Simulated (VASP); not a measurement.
A run of VASP 6.6.1 is set up as follows.

Contents of INCAR:

```
  PREC = Accurate
  ENCUT = 520
  EDIFF = 1E-7
  ISMEAR = -1
  SIGMA = 0.1
  LREAL = F
  LASPH = T
  NELM = 60
  ALGO = Normal
  ISIF = 2
  LWAVE = F
  LCHARG = F
  GGA = CA
  NBANDS = 16
```

The input KPOINTS:

```
regular mesh
0
Gamma
  11 11 11
```

File POSCAR:

```
TiN
1.0
    0.0000000000      2.1707031916      2.1707031916
    2.1707031916      0.0000000000      2.1707031916
    2.1707031916      2.1707031916      0.0000000000
Ti N
1 1
Direct
    0.0000000000      0.0000000000      0.0000000000
    0.5000000000      0.5000000000      0.5000000000
```

Potentials or basis: VASP PAW LDA potentials, release 64 (Ti_sv, N).

Run with:

```sh
$ cat potpaw_LDA.64/Ti_sv/POTCAR potpaw_LDA.64/N/POTCAR > POTCAR
$ mpirun -np 1 vasp_std > vasp.out
```

(1) What does it give for the pressure?

Results:

(1) -28.6 GPa.
